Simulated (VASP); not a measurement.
# SiW (wurtzite type) (P6_3/mmc) in VASP: notebook

Runs on SiW (wurtzite type). Level: PBE. Tasks: single point.

All numbers are computed with VASP 6.6.1; they aren't measurements. Logs are shortened: lines on timing, memory, paths and dates and some standing lists are left out, and cuts for length are marked.

**1. The cell of the first run**

The structure is hexagonal, space group P6_3/mmc (No. 194). Conventional cell: a = 3.623 Å, b = 3.623 Å, c = 4.277 Å, α = 90.00°, β = 90.00°, γ = 120.00°. W (site symmetry -6m2) has 5 Si at 2.09 to 2.14 Å within 2.8 Å. Si (site symmetry -6m2) has 5 W at 2.09 to 2.14 Å within 2.8 Å.

**2. Single point, PBE**

Contents of INCAR:

```
SYSTEM = SiW
PREC     = Accurate       ! precision mode
ENCUT    = 520            ! plane-wave cutoff, eV
EDIFF    = 1E-6           ! SCF threshold, eV
ISMEAR   = -1             ! smearing method
SIGMA    = 0.1            ! smearing width, eV
LREAL    = .False.        ! projectors in reciprocal space
LASPH    = .True.         ! aspherical terms in the spheres
NELM     = 80             ! most SCF steps
ALGO     = Normal         ! electronic algorithm
ISIF     = 2              ! what is computed and relaxed
LWAVE    = .False.        ! write WAVECAR
LCHARG   = .False.        ! write CHGCAR
GGA      = PE             ! functional
NBANDS   = 26             ! bands
```

Contents of KPOINTS:

```
regular mesh
0
Gamma
  10 10 6
  0 0 0
```

Contents of POSCAR:

```
SiW
1.0
    3.6233933161      0.0000000000      0.0000000000
   -1.8116966581      3.1379506596      0.0000000000
    0.0000000000      0.0000000000      4.2773807612
W Si
2 2
Direct
    0.3333333333      0.6666666667     -0.0620001239
    0.6666666667      0.3333333333      0.4379998761
    0.3333333333      0.6666666667      0.4380001239
    0.6666666667      0.3333333333      0.9380001239
```

Potentials or basis: VASP PAW PBE potentials, release 64 (W_sv, Si).

Command:

```sh
$ cat potpaw_PBE.64/W_sv/POTCAR potpaw_PBE.64/Si/POTCAR > POTCAR
$ mpirun -np 1 vasp_std > vasp.out
```

OUTCAR:

```text
SYSTEM = SiW
   PREC = Accurate
   ENCUT = 520
   EDIFF = 1E-6
   ISMEAR = -1
   LREAL = .False.
   LASPH = .True.
   NELM = 80
   ISIF = 2
   GGA = PE

 ion  position               nearest neighbor table
   1  0.333  0.667  0.938-   4 2.09   4 2.09   4 2.09   3 2.14   3 2.14   2 2.99   2 2.99   2 2.99
                             2 2.99   2 2.99   2 2.99
   2  0.667  0.333  0.438-   3 2.09   3 2.09   3 2.09   4 2.14   4 2.14   1 2.99   1 2.99   1 2.99
                             1 2.99   1 2.99   1 2.99
   3  0.333  0.667  0.438-   2 2.09   2 2.09   2 2.09   1 2.14   1 2.14   4 2.99   4 2.99   4 2.99
                             4 2.99   4 2.99   4 2.99
   4  0.667  0.333  0.938-   1 2.09   1 2.09   1 2.09   2 2.14   2 2.14   3 2.99   3 2.99   3 2.99
                             3 2.99   3 2.99   3 2.99

  LATTYP: Found a hexagonal cell.
 ALAT       =     3.6233933161
 C/A-ratio  =     1.1804903272

  Lattice vectors:

 A1 = (   3.6233933161,   0.0000000000,   0.0000000000)
 A2 = (  -1.8116966581,   3.1379506596,   0.0000000000)
 A3 = (   0.0000000000,   0.0000000000,   4.2773807612)

Analysis of symmetry for initial positions (statically):
=====================================================================
 Subroutine PRICEL returns:
 Original cell was already a primitive cell.

 Routine SETGRP: Setting up the symmetry group for a
 hexagonal supercell.

 Subroutine GETGRP returns: Found 24 space group operations
 (whereof  6 operations were pure point group operations)
 out of a pool of 24 trial point group operations.

The static configuration has the point symmetry C_3v.
 The point group associated with its full space group is D_6h.

Analysis of symmetry for dynamics (positions and initial velocities):
=====================================================================
 Subroutine PRICEL returns:
 Original cell was already a primitive cell.

 Routine SETGRP: Setting up the symmetry group for a
 hexagonal supercell.

 Subroutine GETGRP returns: Found 24 space group operations
 (whereof  6 operations were pure point group operations)
 out of a pool of 24 trial point group operations.

The dynamic configuration has the point symmetry C_3v.
 The point group associated with its full space group is D_6h.

 Subroutine INISYM returns: Found 24 space group operations
 (whereof  6 operations are pure point group operations),
 and found     1 'primitive' translations

----------------------------------------------------------------------------------------

                                     Primitive cell

  volume of cell :      48.6339

  direct lattice vectors                    reciprocal lattice vectors
     3.623393316  0.000000000  0.000000000     0.275984392  0.159339663  0.000000000
    -1.811696658  3.137950660  0.000000000     0.000000000  0.318679326  0.000000000
     0.000000000  0.000000000  4.277380761     0.000000000  0.000000000  0.233787931

  length of vectors
     3.623393316  3.623393316  4.277380761     0.318679326  0.318679326  0.233787931

  position of ions in fractional coordinates (direct lattice)
     0.333333333  0.666666667  0.937999876
     0.666666667  0.333333333  0.437999876
     0.333333333  0.666666667  0.438000124
     0.666666667  0.333333333  0.938000124

  ion indices of the primitive-cell ions
   primitive index   ion index
                 1           1
                 2           2
                 3           3
                 4           4

----------------------------------------------------------------------------------------

 KPOINTS: regular mesh

Automatic generation of k-mesh.
 Grid dimensions read from file:
 generate k-points for:   10   10    6

 Generating k-lattice:

  Cartesian coordinates                     Fractional coordinates (reciprocal lattice)
     0.027598439  0.015933966  0.000000000     0.100000000 -0.000000000  0.000000000
     0.000000000  0.031867933  0.000000000     0.000000000  0.100000000  0.000000000
     0.000000000  0.000000000  0.038964655     0.000000000  0.000000000  0.166666667

  Length of vectors
     0.031867933  0.031867933  0.038964655

  Shift w.r.t. Gamma in fractional coordinates (k-lattice)
     0.000000000  0.000000000  0.000000000

 Subroutine IBZKPT returns following result:
 ===========================================

 Found     56 irreducible k-points:

 Following reciprocal coordinates:
            Coordinates               Weight
  0.000000  0.000000  0.000000      1.000000
  0.100000 -0.000000  0.000000      6.000000
  0.200000 -0.000000  0.000000      6.000000
  0.300000  0.000000  0.000000      6.000000
  0.400000  0.000000  0.000000      6.000000
  0.500000  0.000000  0.000000      3.000000
[... 16 lines left out ...]
  0.300000  0.100000  0.166667     24.000000
  0.400000  0.100000  0.166667     24.000000
 [... further k-points ...]
   k-points           NKPTS =     56   k-points in BZ     NKDIM =     56   number of bands    NBANDS=     26
   number of dos      NEDOS =    301   number of ions     NIONS =      4
   total plane-waves  NPLWV =  25088
   dimension x,y,z NGX =    28 NGY =   28 NGZ =   32
   dimension x,y,z NGXF=    56 NGYF=   56 NGZF=   64
   ions per type =               2   2
   NGX,Y,Z   is equivalent  to a cutoff of  12.85, 12.85, 12.44 a.u.
   NGXF,Y,Z  is equivalent  to a cutoff of  25.69, 25.69, 24.87 a.u.
 SYSTEM =  SiW
   PREC   = accura    normal or accurate (medium, high low for compatibility)
   ISTART =      0    job   : 0-new  1-cont  2-samecut
   ICHARG =      2    charge: 1-file 2-atom 10-const
   ISPIN  =      1    spin polarized calculation?
   LNONCOLLINEAR =      F non collinear calculations
   LSORBIT =      F    spin-orbit coupling
   LASPH  =      T    aspherical Exc in radial PAW
   ENCUT  =  520.0 eV  38.22 Ry    6.18 a.u.   6.74  6.74  7.95*2*pi/ulx,y,z
   NELM   =     80;   NELMIN=  2; NELMDL= -5     # of ELM steps
   EDIFF  = 0.1E-05   stopping-criterion for ELM
   LREAL  =      F    real-space projection
   EDIFFG = 0.1E-04   stopping-criterion for IOM
   NSW    =      0    number of steps for IOM
   IBRION =     -1    ionic relax: 0-MD 1-quasi-New 2-CG
   NFREE  =      0    steps in history (QN), initial steepest desc. (CG)
   ISIF   =      2    stress and relaxation
   ISYM   =      2    0-nonsym 1-usesym 2-fastsym
   POTIM  = 0.5000    time-step for ionic-motion
   TEBEG  =    0.0;   TEEND  =   0.0 temperature during run
   PSTRESS=    0.0 pullay stress
   NELECT =      36.0000    total number of electrons
   NUPDOWN=      -1.0000    fix difference up-down
   EMIN   =  10.00;   EMAX   =-10.00  energy-range for DOS
   EFERMI =   0.00;   METHOD = LEGACY
   ISMEAR =    -1;   SIGMA  =   0.10  broadening in eV -4-tet -1-fermi 0-gaus
   EFERMI_NEDOS =   21; number of points for ismear=-14 and -15
   IALGO  =     38    algorithm
   IMIX   =      4    mixing-type and parameters
     AMIX     =   0.40;   BMIX     =  1.00
     AMIX_MAG =   1.60;   BMIX_MAG =  1.00
  volume/ion in A,a.u.               =      12.16        82.05
  Fermi-wavevector in a.u.,A,eV,Ry     =   1.480912  2.798517 29.838930  2.193099
  Thomas-Fermi vector in A             =   2.594887
   LORBIT       =      0    0 simple, 1 ext, 2 COOP (PROOUT), +10 PAW based schemes
   GGA     = PE    functional components
   LHFCALC =     F    Hartree Fock is set to
   AEXX    =    0.0000 exact exchange contribution
   IVDW    =     0    specifies the selected vdW correction
   LEPSILON=     F    determine dielectric tensor
   LRPA    =     F    only Hartree local field effects (RPA)
 non-spin polarized calculation
  energy-cutoff  :      520.00
  volume of cell :       48.63
 maximum number of plane-waves:      1326
 NGX is ok and might be reduce to    28
   NGX = 13   NGY = 13   NGZ = 15

 number of electron      35.9999994 magnetization

 Free energy of the ion-electron system (eV)
  ---------------------------------------------------
  ext. energy  EPLUGINS =         0.00000000
  ---------------------------------------------------
  free energy    TOTEN  =       -24.67278081 eV

  energy without entropy =      -24.62938584  energy(sigma->0) =      -24.65108332

 E-fermi :  13.1628     XC(G=0): -13.2043

 val. band max:       13.1476115892   @ k =   0.5000   0.0000   0.3333
 cond. band min:      13.1634070127   @ k =   0.4000   0.1000   0.3333
 fundamental gap:      0.0157954235
 Fermi energy:        13.1628243000

 k-point     1 :       0.0000    0.0000    0.0000
  band No.  band energies     occupation
      1     -59.9893      2.00000
      2     -59.9173      2.00000
      3     -25.1432      2.00000
      4     -24.7718      2.00000
      5     -24.7718      2.00000
      6     -24.5016      2.00000
[... 18 lines left out ...]
     25      21.5949      0.00000
     26      23.6859      0.00000

 k-point     2 :       0.1000   -0.0000    0.0000
  band No.  band energies     occupation
      1     -59.9873      2.00000
      2     -59.9185      2.00000
      3     -25.1275      2.00000
      4     -24.7791      2.00000
      5     -24.7790      2.00000
      6     -24.5169      2.00000
[... 18 lines left out ...]
     25      20.8962      0.00000
     26      23.4651      0.00000

 k-point     3 :       0.2000   -0.0000    0.0000
  band No.  band energies     occupation
      1     -59.9819      2.00000
      2     -59.9220      2.00000
      3     -25.0825      2.00000
      4     -24.7979      2.00000
      5     -24.7974      2.00000
      6     -24.5568      2.00000
[... 18 lines left out ...]
     25      19.9717      0.00000
     26      22.1132      0.00000

 k-point     4 :       0.3000    0.0000    0.0000
  band No.  band energies     occupation
      1     -59.9741      2.00000
      2     -59.9275      2.00000
      3     -25.0155      2.00000
      4     -24.8211      2.00000
      5     -24.8187      2.00000
      6     -24.6057      2.00000
[... 18 lines left out ...]
     25      19.1570      0.00000
     26      20.2827      0.00000
[... 496 lines left out ...]
      1     -59.9733      2.00000
      2     -59.9287      2.00000
      3     -25.0584      2.00000
      4     -24.8014      2.00000
      5     -24.7451      2.00000
      6     -24.6994      2.00000
[... 18 lines left out ...]
     25      20.1791      0.00000
     26      21.2813      0.00000

 k-point    23 :       0.3000    0.1000    0.1667
  band No.  band energies     occupation
      1     -59.9660      2.00000
      2     -59.9339      2.00000
      3     -25.0302      2.00000
      4     -24.8275      2.00000
      5     -24.7766      2.00000
      6     -24.7182      2.00000
[... 18 lines left out ...]
     25      20.0801      0.00000
     26      20.7740      0.00000

 k-point    24 :       0.4000    0.1000    0.1667
  band No.  band energies     occupation
      1     -59.9597      2.00000
      2     -59.9389      2.00000
      3     -25.0082      2.00000
      4     -24.8417      2.00000
      5     -24.8248      2.00000
      6     -24.6966      2.00000
[... 18 lines left out ...]
     25      19.9309      0.00000
     26      20.9798      0.00000

 [... further k-points ...]
[... 5 lines left out ...]
  --------------------------------------------------------------------------------------
  -------------------------------------------------------------------------------------
  Total       48.8783664     48.8783664     48.9672051     -0.0000000     -0.0000000      0.0000000
  in kB     1610.2294443   1610.2294442   1613.1561098     -0.0000000     -0.0000000      0.0000000
  external PRESSURE =    1611.2049994 kB  Pullay stress =       0.0000000 kB

 VOLUME and BASIS-vectors are now :
 -----------------------------------------------------------------------------
  energy-cutoff  :      520.00
  volume of cell :       48.63
      direct lattice vectors                 reciprocal lattice vectors
     3.623393316  0.000000000  0.000000000     0.275984392  0.159339663  0.000000000
    -1.811696658  3.137950660  0.000000000     0.000000000  0.318679326  0.000000000
     0.000000000  0.000000000  4.277380761     0.000000000  0.000000000  0.233787931

 POSITION                                       TOTAL-FORCE (eV/Angst)
 -----------------------------------------------------------------------------------
     -0.00000      2.09197      4.01218         0.000000      0.000000      0.000000
      1.81170      1.04598      1.87349         0.000000     -0.000000      0.000000
     -0.00000      2.09197      1.87349        -0.000000      0.000000     -0.000000
      1.81170      1.04598      4.01218         0.000000     -0.000000     -0.000000
 -----------------------------------------------------------------------------------
    total drift:                               -0.000000      0.000000      0.000263

  FREE ENERGIE OF THE ION-ELECTRON SYSTEM (eV)
  ---------------------------------------------------
  free  energy   TOTEN  =       -24.6727808058 eV

  energy  without entropy=      -24.6293858432  energy(sigma->0) =      -24.65108332
```

Wall time 24 s (1 thread of Intel Xeon 6975P-C (Granite Rapids), shared host); peak memory 0.2 GiB.

Results:

- Free energy: -24.6728 eV
- Pressure: 161.1 GPa
- Band gap on the k mesh: zero (band 18 reaches 14.00 eV, above the bottom of band 19 at 12.93 eV)

Stress tensor (GPa, compression positive):
```
161.02   0.00   0.00
  0.00 161.02   0.00
  0.00   0.00 161.32
```

Caveat: spin-orbit coupling is left out, which moves the levels of the heavy elements.

**3. Single point, PBE**

Contents of INCAR:

```
  PREC = Accurate
  ENCUT = 520
  EDIFF = 1E-6
  ISMEAR = -1
  SIGMA = 0.1
  LREAL = F
  LASPH = T
  NELM = 80
  ALGO = Normal
  ISIF = 2
  LWAVE = F
  LCHARG = F
  GGA = PE
  NBANDS = 26
```

Contents of KPOINTS:

```
Automatic mesh
0
Gamma
  10 10 6
```

Edit POSCAR of step 2 so:

```diff
@@ -3,3 +3,3 @@
     3.6233933161      0.0000000000      0.0000000000
-   -1.8116966581      3.1379506596      0.0000000000
+   -1.8116966580      3.1379506596      0.0000000000
     0.0000000000      0.0000000000      4.2773807612
```

Potentials or basis: VASP PAW PBE potentials, release 64 (W_sv, Si).

Command:

```sh
$ cat potpaw_PBE.64/W_sv/POTCAR potpaw_PBE.64/Si/POTCAR > POTCAR
$ mpirun -np 1 vasp_std > vasp.out
```

Run time: 23 s. Hardware: 1 thread of Intel Xeon 6975P-C (Granite Rapids), shared host; peak memory 0.2 GiB.

Results (log left out):

* Free energy: -24.6728 eV
* Pressure: 161.1 GPa
* Band gap on the k mesh: zero (band 18 reaches 14.00 eV, above the bottom of band 19 at 12.93 eV)

Stress tensor (GPa, compression positive):
```
161.02   0.00   0.00
  0.00 161.02   0.00
  0.00   0.00 161.32
```

Levels at points of the mesh, in eV from the Fermi level:
```
           k point  band 14  band 15  band 16  band 17  band 18  band 19  band 20  band 21  band 22  band 23
(0.00, 0.00, 0.00)    -4.37    -3.62    -3.62    -2.93    -1.92     1.31     1.31     3.88     5.14     7.48
(0.50, 0.00, 0.00)    -3.33    -3.12    -2.44    -1.58    -0.77     0.35     0.42     3.20     3.24     4.89
(0.00, 0.00, 0.50)    -5.62    -5.12    -5.12     0.84     0.84     0.84     0.84     5.86     5.86     7.45
(0.50, 0.00, 0.50)    -4.31    -3.92    -3.92    -1.04    -1.04    -0.04    -0.04     3.54     3.54     5.45
```

Caveat: spin-orbit coupling is left out, which moves the levels of the heavy elements.
